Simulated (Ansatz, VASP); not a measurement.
**One calculation of NbTe, two programs**

```xyz
2
Lattice="3.4257 0.0000 0.0000 0.0000 3.4257 0.0000 0.0000 0.0000 3.4257" Properties=species:S:1:pos:R:3 pbc="T T T"
Nb    1.7128    1.7128    1.7128
Te    0.0000    0.0000    0.0000
```

Alike in both runs: task single point; functional PBE; k mesh 8 × 8 × 8; occupations gaussian, width 0.016 eV; no spin polarisation.

|  | VASP | Ansatz |
| --- | --- | --- |
| version | VASP 6.6.1 | Ansatz 0.2.0 |
| potentials or method | VASP PAW PBE potentials, release 64 (Nb_sv, Te) | Ansatz PAW |
| plane-wave cutoff (eV) | 520 | 420 |
| valence electrons in the cell | 19 | 29 |

|  | VASP | Ansatz | Ansatz less VASP |
| --- | --- | --- | --- |
| gap on the k mesh at the Fermi level (eV) | none | none | - |
| pressure (GPa) | -0.3 | -0.1 | +0.19 |

A gap of «none» marks a metal or a gap that the smearing closes. VASP's potentials hold 19 valence electrons a cell and Ansatz's 29, so a difference there can come from the potentials and not from the codes.

Neither program's run includes spin-orbit coupling.
